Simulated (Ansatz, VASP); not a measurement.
**Two plane-wave programs on BeS**

INCAR

```
PREC = Accurate
ENCUT = 600
EDIFF = 1E-6
ISMEAR = 0
SIGMA = 0.01
LREAL = F
LASPH = T
NELM = 120
ALGO = Normal
ISIF = 2
LWAVE = F
LCHARG = F
NBANDS = 11
GGA_COMPAT = F
```

File KPOINTS:

```
regular mesh
0
Gamma
  8 8 8
```

Contents of POSCAR:

```
BeS
1.0
    0.0000000000      2.3980497692      2.3980497692
    2.3980497692      0.0000000000      2.3980497692
    2.3980497692      2.3980497692      0.0000000000
Be S
1 1
Direct
    0.0000000000      0.0000000000      0.0000000000
    0.2500000000      0.2500000000      0.2500000000
```

Input for Ansatz:

```yaml
crystal:
  lattice:
    - [0.0, 2.3980497692, 2.3980497692]
    - [2.3980497692, 0.0, 2.3980497692]
    - [2.3980497692, 2.3980497692, 0.0]
  atoms:
    - { symbol: Be, position: [0.0, 0.0, 0.0] }
    - { symbol: S, position: [0.25, 0.25, 0.25] }
basis:
  ecutwfc: 420
kpoints:
  mp_grid: { grid: [8, 8, 8] }
  band_path:
    path:
      - [0.0, 0.0, 0.0]
      - [0.0, 0.0, 0.0]
      - [0.5, 0.5, 0.0]
      - [0.5, 0.5, 0.5]
      - [0.0045799377, 0.0045799377, 0.0]
      - [-0.0045799377, -0.0045799377, 0.0]
      - [0.0052884565, 0.0052884565, 0.0052884565]
      - [-0.0052884565, -0.0052884565, -0.0052884565]
      - [0.0045799377, 0.0045799377, 0.0]
      - [-0.0045799377, -0.0045799377, 0.0]
      - [0.5045799377, 0.5045799377, 0.0]
      - [0.4954200623, 0.4954200623, 0.0]
      - [0.5, 0.5045799377, 0.0045799377]
      - [0.5, 0.4954200623, -0.0045799377]
      - [0.5052884565, 0.5052884565, 0.5052884565]
      - [0.4947115435, 0.4947115435, 0.4947115435]
      - [0.496761495, 0.503238505, 0.5]
      - [0.503238505, 0.496761495, 0.5]
    npoints: 1
hamiltonian:
  xc: lda
  pseudopotentials: { kind: paw, azcp: { folder: soft_1 } }
scf:
  occupations: { method: fixed }
  n_extra_bands: 5
output:
  forces: true
  stress: true
  eigenvalues: true
```

Alike in both runs: task single point; functional LDA; k mesh 8 × 8 × 8; no spin polarisation.

```csv
,VASP,Ansatz
version,VASP 6.6.1,Ansatz 0.2.0
potentials or method,"VASP PAW LDA potentials, release 64 (Be, S), cutoff 600 eV","scalar-relativistic, plane waves, PAW"
occupations,"gaussian, width 0.01 eV",fixed
valence electrons in the cell,8,8
```

|  | VASP | Ansatz | Ansatz less VASP |
| --- | --- | --- | --- |
| gap on the k mesh at the Fermi level (eV) | 2.83 | 2.83 | -0.006 |
| least direct gap on the mesh (eV) | 5.53 | 5.50 | -0.025 |
| pressure (GPa) | 0.1 | 0.0 | -0.09 |

Ansatz warns that its potentials were made for another functional, while VASP's fit it. LDA's correlation is that of Perdew and Zunger in VASP and of Perdew and Wang (1992) in Ansatz.
